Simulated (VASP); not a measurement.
# Nb (P-1) in VASP: notebook

Runs on Nb. Level: PBE. Tasks: single point.

All numbers are computed with VASP 6.6.1; they aren't measurements. Logs are shortened: lines on timing, memory, paths and dates and some standing lists are left out, and cuts for length are marked.

**1. The cell of the first run**

The typed cell holds 1 atom: a = 2.701 Å, b = 3.309 Å, c = 2.974 Å, α = 126.77°, β = 106.00°, γ = 102.80°.

**2. Single point, PBE (the cell strained at random)**

File INCAR:

```
SYSTEM = Nb
PREC = Accurate
ENCUT = 520
EDIFF = 1E-7
ISMEAR = -1
SIGMA = 0.05
LREAL = .False.
LASPH = .True.
NELM = 60
ALGO = Fast
ISIF = 2
LWAVE = .False.
LCHARG = .False.
GGA = PE
NBANDS = 12
```

File KPOINTS:

```
Automatic mesh
0
Gamma
  12 11 13
  0 0 0
```

File POSCAR:

```
Nb
1.0
   -1.4467180000      1.6009890000      1.6243040000
    1.5559770000     -1.9944540000      2.1324550000
    1.2645780000      1.7950500000     -2.0058860000
Nb
1
Direct
   -0.0022200000     -0.0054990000      0.0053610000
```

Potentials or basis: VASP PAW PBE potentials, release 64 (Nb_sv).

Started as:

```bash
$ cat potpaw_PBE.64/Nb_sv/POTCAR > POTCAR
$ mpirun -np 1 vasp_std > vasp.out
```

OUTCAR:

```text
SYSTEM = Nb
   PREC = Accurate
   ENCUT = 520
   EDIFF = 1E-7
   ISMEAR = -1
   LREAL = .False.
   LASPH = .True.
   NELM = 60
   ISIF = 2
   GGA = PE

 ion  position               nearest neighbor table
   1  0.998  0.995  0.005-

  LATTYP: Found a triclinic cell.
 ALAT       =     2.7008373209
 B/A-ratio  =     1.7445915326
 C/A-ratio  =     0.9738090348
 COS(alpha) =     0.0019687160
 COS(beta)  =     0.4364510226
 COS(gamma) =     0.7288192513

  Lattice vectors:

 A1 = (   1.4467180000,  -1.6009890000,  -1.6243040000)
 A2 = (   3.0026950000,  -3.5954430000,   0.5081510000)
 A3 = (  -1.3738370000,  -1.4015850000,  -1.7508730000)

Analysis of symmetry for initial positions (statically):
=====================================================================
 Subroutine PRICEL returns:
 Original cell was already a primitive cell.

 Routine SETGRP: Setting up the symmetry group for a
 triclinic supercell.

 Subroutine GETGRP returns: Found  2 space group operations
 (whereof  1 operations were pure point group operations)
 out of a pool of  2 trial point group operations.

The static configuration has the point symmetry C_1 .
 The point group associated with its full space group is S_2 .

Analysis of symmetry for dynamics (positions and initial velocities):
=====================================================================
 Subroutine PRICEL returns:
 Original cell was already a primitive cell.

 Routine SETGRP: Setting up the symmetry group for a
 triclinic supercell.

 Subroutine GETGRP returns: Found  2 space group operations
 (whereof  1 operations were pure point group operations)
 out of a pool of  2 trial point group operations.

The dynamic configuration has the point symmetry C_1 .
 The point group associated with its full space group is S_2 .

 Subroutine INISYM returns: Found  2 space group operations
 (whereof  1 operations are pure point group operations),
 and found     1 'primitive' translations

----------------------------------------------------------------------------------------

                                     Primitive cell

  volume of cell :      17.6977

  direct lattice vectors                    reciprocal lattice vectors
    -1.446718000  1.600989000  1.624304000     0.009763070  0.328729953  0.300332555
     1.555977000 -1.994454000  2.132455000     0.346209058  0.047909711  0.261135819
     1.264578000  1.795050000 -2.005886000     0.375960264  0.317128032  0.022280306

  length of vectors
     2.700837321  3.308515605  2.974044496     0.445374386  0.436288858  0.492354264

  position of ions in fractional coordinates (direct lattice)
     0.997780000  0.994501000  0.005361000

  ion indices of the primitive-cell ions
   primitive index   ion index
                 1           1

----------------------------------------------------------------------------------------

 KPOINTS: Automatic mesh

Automatic generation of k-mesh.
 Grid dimensions read from file:
 generate k-points for:   12   11   13

 Generating k-lattice:

  Cartesian coordinates                     Fractional coordinates (reciprocal lattice)
     0.000813589  0.027394163  0.025027713     0.083333333 -0.000000000  0.000000000
     0.031473551  0.004355428  0.023739620     0.000000000  0.090909091  0.000000000
     0.028920020  0.024394464  0.001713870    -0.000000000  0.000000000  0.076923077

  Length of vectors
     0.037114532  0.039662623  0.037873405

  Shift w.r.t. Gamma in fractional coordinates (k-lattice)
     0.000000000  0.000000000  0.000000000

 Subroutine IBZKPT returns following result:
 ===========================================

 Found    859 irreducible k-points:

 Following reciprocal coordinates:
            Coordinates               Weight
  0.000000  0.000000  0.000000      1.000000
  0.083333  0.000000 -0.000000      2.000000
  0.166667 -0.000000  0.000000      2.000000
  0.250000  0.000000  0.000000      2.000000
  0.333333  0.000000 -0.000000      2.000000
  0.416667 -0.000000  0.000000      2.000000
[... 16 lines left out ...]
  0.250000  0.181818 -0.000000      2.000000
  0.333333  0.181818  0.000000      2.000000
 [... further k-points ...]
   k-points           NKPTS =    859   k-points in BZ     NKDIM =    859   number of bands    NBANDS=     12
   number of dos      NEDOS =    301   number of ions     NIONS =      1
   total plane-waves  NPLWV =  13440
   dimension x,y,z NGX =    20 NGY =   28 NGZ =   24
   dimension x,y,z NGXF=    40 NGYF=   56 NGZF=   48
   ions per type =               1
   NGX,Y,Z   is equivalent  to a cutoff of  12.31, 14.07, 13.42 a.u.
   NGXF,Y,Z  is equivalent  to a cutoff of  24.62, 28.14, 26.83 a.u.
 SYSTEM =  Nb
   PREC   = accura    normal or accurate (medium, high low for compatibility)
   ISTART =      0    job   : 0-new  1-cont  2-samecut
   ICHARG =      2    charge: 1-file 2-atom 10-const
   ISPIN  =      1    spin polarized calculation?
   LNONCOLLINEAR =      F non collinear calculations
   LSORBIT =      F    spin-orbit coupling
   LASPH  =      T    aspherical Exc in radial PAW
   ENCUT  =  520.0 eV  38.22 Ry    6.18 a.u.   5.02  6.15  5.53*2*pi/ulx,y,z
   NELM   =     60;   NELMIN=  2; NELMDL= -5     # of ELM steps
   EDIFF  = 0.1E-06   stopping-criterion for ELM
   LREAL  =      F    real-space projection
   EDIFFG = 0.1E-05   stopping-criterion for IOM
   NSW    =      0    number of steps for IOM
   IBRION =     -1    ionic relax: 0-MD 1-quasi-New 2-CG
   NFREE  =      0    steps in history (QN), initial steepest desc. (CG)
   ISIF   =      2    stress and relaxation
   ISYM   =      2    0-nonsym 1-usesym 2-fastsym
   POTIM  = 0.5000    time-step for ionic-motion
   TEBEG  =    0.0;   TEEND  =   0.0 temperature during run
   PSTRESS=    0.0 pullay stress
   NELECT =      13.0000    total number of electrons
   NUPDOWN=      -1.0000    fix difference up-down
   EMIN   =  10.00;   EMAX   =-10.00  energy-range for DOS
   EFERMI =   0.00;   METHOD = LEGACY
   ISMEAR =    -1;   SIGMA  =   0.05  broadening in eV -4-tet -1-fermi 0-gaus
   EFERMI_NEDOS =   21; number of points for ismear=-14 and -15
   IALGO  =     68    algorithm
   IMIX   =      4    mixing-type and parameters
     AMIX     =   0.40;   BMIX     =  1.00
     AMIX_MAG =   1.60;   BMIX_MAG =  1.00
  volume/ion in A,a.u.               =      17.70       119.43
  Fermi-wavevector in a.u.,A,eV,Ry     =   1.477124  2.791359 29.686481  2.181895
  Thomas-Fermi vector in A             =   2.591566
   LORBIT       =      0    0 simple, 1 ext, 2 COOP (PROOUT), +10 PAW based schemes
   GGA     = PE    functional components
   LHFCALC =     F    Hartree Fock is set to
   AEXX    =    0.0000 exact exchange contribution
   IVDW    =     0    specifies the selected vdW correction
   LEPSILON=     F    determine dielectric tensor
   LRPA    =     F    only Hartree local field effects (RPA)
 non-spin polarized calculation
 RMM-DIIS sequential band-by-band and
  energy-cutoff  :      520.00
  volume of cell :       17.70
 maximum number of plane-waves:       491
   NGX = 11   NGY = 13   NGZ = 11

 number of electron      13.0000000 magnetization

 Free energy of the ion-electron system (eV)
  ---------------------------------------------------
  ext. energy  EPLUGINS =         0.00000000
  ---------------------------------------------------
  free energy    TOTEN  =        -9.83534353 eV

  energy without entropy =       -9.82701666  energy(sigma->0) =       -9.83118009

 E-fermi :  11.7526     XC(G=0): -12.5285

 val. band max:       11.7512714540   @ k =   0.0833   0.3636   0.3077
 cond. band min:      11.7529339921   @ k =   0.0833  -0.0000   0.1538
 fundamental gap:      0.0016625382
 Fermi energy:        11.7526421336

 k-point     1 :       0.0000    0.0000    0.0000
  band No.  band energies     occupation
      1     -42.9754      2.00000
      2     -18.6223      2.00000
      3     -17.9038      2.00000
      4     -17.7203      2.00000
      5       5.5623      2.00000
      6       9.4853      2.00000
      7      11.5608      1.95779
      8      13.3516      0.00000
      9      14.9015      0.00000
     10      16.5077      0.00000
     11      23.4636      0.00000
     12      25.7423      0.00000

 k-point     2 :       0.0833    0.0000   -0.0000
  band No.  band energies     occupation
      1     -42.9452      2.00000
      2     -18.6052      2.00000
      3     -17.9551      2.00000
      4     -17.8847      2.00000
      5       5.8684      2.00000
      6       9.7148      2.00000
      7      11.8742      0.16165
      8      12.8801      0.00000
      9      14.7471      0.00000
     10      16.0343      0.00000
     11      24.1617      0.00000
     12      26.6111      0.00000

 k-point     3 :       0.1667   -0.0000    0.0000
  band No.  band energies     occupation
      1     -42.8618      2.00000
      2     -18.5608      2.00000
      3     -18.3525      2.00000
      4     -18.0576      2.00000
      5       6.6566      2.00000
      6      10.3504      2.00000
      7      11.8386      0.30420
      8      12.8766      0.00000
      9      14.3752      0.00000
     10      15.0445      0.00000
     11      25.4708      0.00000
     12      28.2578      0.00000
[... 286 lines left out ...]
 k-point    23 :       0.2500    0.1818   -0.0000
  band No.  band energies     occupation
      1     -42.5831      2.00000
      2     -19.6676      2.00000
      3     -18.5515      2.00000
      4     -18.3476      2.00000
      5       9.0524      2.00000
      6      10.1502      2.00000
      7      11.7722      0.80704
      8      12.5453      0.00000
      9      14.1779      0.00000
     10      18.5121      0.00000
     11      24.9028      0.00000
     12      26.3711      0.00000

 k-point    24 :       0.3333    0.1818    0.0000
  band No.  band energies     occupation
      1     -42.5174      2.00000
      2     -19.8482      2.00000
      3     -18.7376      2.00000
      4     -18.3494      2.00000
      5       8.8233      2.00000
      6      10.8385      2.00000
      7      11.8703      0.17374
      8      12.7088      0.00000
      9      14.4609      0.00000
     10      19.7781      0.00000
     11      24.1660      0.00000
     12      25.0378      0.00000

 [... further k-points ...]

------------------------ aborting loop because EDIFF is reached ----------------------------------------

  FORCE on cell =-STRESS in cart. coord.  units (eV):
  Direction    XX          YY          ZZ          XY          YZ          ZX
  --------------------------------------------------------------------------------------
  -------------------------------------------------------------------------------------
  Total        3.2032137      0.2235965      0.4450112      0.0344813      1.5141950     -0.1290463
  in kB      289.9875550     20.2422305     40.2869497      3.1215961    137.0803710    -11.6825838
  external PRESSURE =     116.8389117 kB  Pullay stress =       0.0000000 kB

 VOLUME and BASIS-vectors are now :
 -----------------------------------------------------------------------------
  energy-cutoff  :      520.00
  volume of cell :       17.70
      direct lattice vectors                 reciprocal lattice vectors
    -1.446718000  1.600989000  1.624304000     0.009763070  0.328729953  0.300332555
     1.555977000 -1.994454000  2.132455000     0.346209058  0.047909711  0.261135819
     1.264578000  1.795050000 -2.005886000     0.375960264  0.317128032  0.022280306

 POSITION                                       TOTAL-FORCE (eV/Angst)
 -----------------------------------------------------------------------------------
      0.11069     -0.37643      3.73067        -0.000000      0.000000      0.000000
 -----------------------------------------------------------------------------------
    total drift:                               -0.000000     -0.000004     -0.000002

  FREE ENERGIE OF THE ION-ELECTRON SYSTEM (eV)
  ---------------------------------------------------
  free  energy   TOTEN  =        -9.8353435317 eV

  energy  without entropy=       -9.8270166578  energy(sigma->0) =       -9.83118009
```

Wall time 8.2 min (1 thread of Intel Xeon Platinum 8175M at 2.50GHz (Skylake/Cascade Lake), shared host); peak memory 0.29 GiB.

Results:

```yaml
Free_energy: -9.8353 eV
Pressure: 11.7 GPa
Band_gap_on_the_k_mesh: zero (an odd number of electrons rules out a gap without spin polarisation)
```

Caveat: the cell differs from its parent crystal (the cell strained at random); the cell stands under pressure.

**3. Single point, PBE**

File INCAR:

```
PREC = Accurate ; ENCUT = 520
EDIFF = 1E-7 ; ISMEAR = -1
SIGMA = 0.05 ; LREAL = False
LASPH = True ; NELM = 60
ALGO = Fast ; ISIF = 2
LWAVE = False ; LCHARG = False
GGA = PE ; NBANDS = 12
```

File KPOINTS:

```
regular mesh
0
Gamma
  12 11 13
```

File POSCAR:

```
Nb
1.0
   -1.4545883700      1.6009203400      1.6273015200
    1.6190107300     -1.9818268200      2.1726303600
    1.2182993000      1.7455377500     -2.0082080000
Nb
1
Direct
    0.0000000000      0.0000000000      0.0000000000
```

Potentials or basis: VASP PAW PBE potentials, release 64 (Nb_sv).

Started as:

```bash
$ cat potpaw_PBE.64/Nb_sv/POTCAR > POTCAR
$ mpirun -np 1 vasp_std > vasp.out
```

Run time: 7.6 min. Hardware: 1 thread of Intel Xeon 8259CL, shared host; peak memory 0.29 GiB.

It converged, with:

* Free energy: -9.8517 eV
* Pressure: 11.1 GPa
* Band gap on the k mesh: zero (an odd number of electrons rules out a gap without spin polarisation)

Stress tensor (GPa, compression positive):
```
26.19  0.58 -1.62
 0.58  1.91 12.61
-1.62 12.61  5.21
```

Levels at points of the mesh, in eV from the Fermi level:
| k point | band 4 | band 5 | band 6 | band 7 | band 8 | band 9 | band 10 | band 11 |
| --- | --- | --- | --- | --- | --- | --- | --- | --- |
| (0.00, 0.00, 0.00) | -29.49 | -6.18 | -2.27 | -0.24 | 1.64 | 3.22 | 4.82 | 11.94 |
| (0.50, 0.00, 0.00) | -30.03 | -4.21 | -1.04 | 1.15 | 2.57 | 2.67 | 7.10 | 11.79 |

Caveat: the cell stands under pressure.
